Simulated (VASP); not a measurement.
**Fe: single point with r2SCAN**

Fe:

```xyz
1
Lattice="-1.4430 1.4430 1.4430 1.4430 -1.4430 1.4430 1.4430 1.4430 -1.4430" Properties=species:S:1:pos:R:3 pbc="T T T"
Fe    0.0000    0.0000    0.0000
```

| Quantity | Value |
| --- | --- |
| Program | VASP 6.6.1 |
| Task | single point |
| Functional | r2SCAN |
| Potentials or basis | VASP PAW PBE potentials, release 64 (Fe) |
| Cutoff | 520 eV |
| k mesh | 14 × 14 × 14 |
| Occupations | fermi-dirac, width 0.05 eV |
| Spin | collinear spin, ferromagnetic start |
| Starting moments | [3.22] μB |
| Fixed moment | 3.22 μB |

The pressure is 12.5 GPa, the net moment is 3.22 μB per cell and the site moments are Fe +3.22 μB. The valence electrons inside the program's atomic spheres are Fe 7.14.

It took 3.1 min on 1 thread of Intel(R) Xeon(R) Platinum 8375C CPU @ 2.90GHz (Ice Lake) (shared host), peak memory 0.15 GiB.

Caveat: the PAW data sets were made with another functional, which shifts forces and pressure a little; the total moment is fixed, so each spin has its own Fermi level.
